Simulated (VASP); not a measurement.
A run of VASP 6.6.1 is set up as follows.

INCAR

```
  PREC = Accurate
  ENCUT = 520
  EDIFF = 1E-6
  ISMEAR = 0
  SIGMA = 0.15
  LREAL = False
  LASPH = True
  NELM = 150
  ALGO = Normal
  ISIF = 2
  LWAVE = False
  LCHARG = False
  ISPIN = 2
  MAGMOM = 1.925 0 0
  LORBIT = 11
  NUPDOWN = 1.925
  LMAXMIX = 4
  GGA = PE
  NBANDS = 20
```

Contents of KPOINTS:

```
regular mesh
0
Gamma
  14 14 14
```

File POSCAR:

```
CoSi2
1.0
    0.0000000000      2.6801763726      2.6801763726
    2.6801763726      0.0000000000      2.6801763726
    2.6801763726      2.6801763726      0.0000000000
Co Si
1 2
Direct
    0.0000000000      0.0000000000      0.0000000000
    0.2500000000      0.2500000000      0.2500000000
    0.7500000000      0.7500000000      0.7500000000
```

Potentials or basis: VASP PAW PBE potentials, release 64 (Co, Si).

Run with:

```sh
$ cat potpaw_PBE.64/Co/POTCAR potpaw_PBE.64/Si/POTCAR > POTCAR
$ mpirun -np 1 vasp_std > vasp.out
```

(1) What does it give for the pressure?

Results:

(1) 13.4 GPa.

Caveat: the total moment is fixed, so each spin has its own Fermi level.
